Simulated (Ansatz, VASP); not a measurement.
## Two plane-wave programs on SnO2

```
CELL_PARAMETERS angstrom
3.20536 1.85061 3.98470
-3.20536 1.85061 3.98470
0.00000 -3.70123 3.98470
ATOMIC_POSITIONS crystal
Sn 0.86454 0.86454 0.86454
Sn 0.36487 0.36487 0.86488
Sn 0.36487 0.86488 0.36487
Sn 0.86488 0.36487 0.36487
O 0.11991 0.61961 0.61961
O 0.61961 0.11991 0.61961
O 0.61961 0.61961 0.11991
O 0.60994 0.60994 0.60994
O 0.11985 0.11985 0.11985
O 0.10969 0.10969 0.61000
O 0.10969 0.61000 0.10969
O 0.61000 0.10969 0.10969
```

Alike in both runs: task single point; functional LDA; k mesh 6 × 6 × 6; occupations gaussian, width 0.05 eV; no spin polarisation.

|  | VASP | Ansatz |
| --- | --- | --- |
| version | VASP 6.6.1 | Ansatz 0.2.0 |
| potentials or method | VASP PAW LDA potentials, release 64 (Sn_d, O), cutoff 520 eV | scalar-relativistic, plane waves, PAW |
| valence electrons in the cell | 104 | 104 |

Ansatz gave:

| Item | Value |
| --- | --- |
| gap on the k mesh at the Fermi level (eV) | 1.62 |
| least direct gap on the mesh (eV) | 1.62 |
| pressure (GPa) | 3.3 |
| traceless stress, the component that is largest in VASP (GPa) | -0.13 |
| rms of the force components (eV/Å) | 0.137 |

Problem. Which values does VASP return?

Solution. gap on the k mesh at the Fermi level (eV): 1.63; least direct gap on the mesh (eV): 1.63; pressure (GPa): 4.7; traceless stress, the component that is largest in VASP (GPa): -1.01; rms of the force components (eV/Å): 0.181.

Ansatz warns that its potentials were made for another functional, while VASP's fit it. LDA's correlation is that of Perdew and Zunger in VASP and of Perdew and Wang (1992) in Ansatz. Atom by atom the forces differ by 0.043 eV/Å (rms over components).
